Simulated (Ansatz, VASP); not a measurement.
**K2WF: VASP beside Ansatz**

```xyz
8
Lattice="3.8307 0.0000 0.0000 -1.9154 3.3175 0.0000 0.0000 0.0000 13.6416" Properties=species:S:1:pos:R:3 pbc="T T T"
K     1.9154    1.1058   12.3170
K     0.0000    2.2117    1.3247
K     0.0000    2.2117    5.4962
K     1.9154    1.1058    8.1455
W     0.0000    0.0000    0.0000
W     0.0000    0.0000    6.8208
F     0.0000    2.2117   10.2312
F     1.9154    1.1058    3.4104
```

Change from the starting cell: species swapped into the NaNiO2 type (P6_3/mmc, No. 194).

Alike in both runs: task single point; functional PBE; k mesh 6 × 6 × 2; occupations gaussian, width 0.1 eV; collinear spin.

|  | VASP | Ansatz |
| --- | --- | --- |
| version | VASP 6.6.1 | Ansatz 0.2.0 |
| potentials or method | VASP PAW PBE potentials, release 64 (K_sv, W_sv, F), cutoff 520 eV | scalar-relativistic, plane waves, PAW |
| valence electrons in the cell | 78 | 78 |

VASP gave:

- gap on the k mesh at the Fermi level (eV): none
- pressure (GPa): 20.8
- traceless stress, the component that is largest in VASP (GPa): -2.16
- rms of the force components (eV/Å): 2.466
- net moment per atom (μB): 1.05
- size of the moment on the site where the two differ most (μB): 2.94

Q: Which values does Ansatz return?

A: gap on the k mesh at the Fermi level (eV): none; pressure (GPa): 20.2; traceless stress, the component that is largest in VASP (GPa): -2.06; rms of the force components (eV/Å): 2.421; net moment per atom (μB): 1.06; size of the moment on the site where the two differ most (μB): 2.42.

Site moments also hang on the region over which each program counts them. Atom by atom the forces differ by 0.045 eV/Å (rms over components). A gap of «none» marks a metal or a gap that the smearing closes. Ansatz's warnings: no starting moments.

Spin-orbit coupling is off throughout.
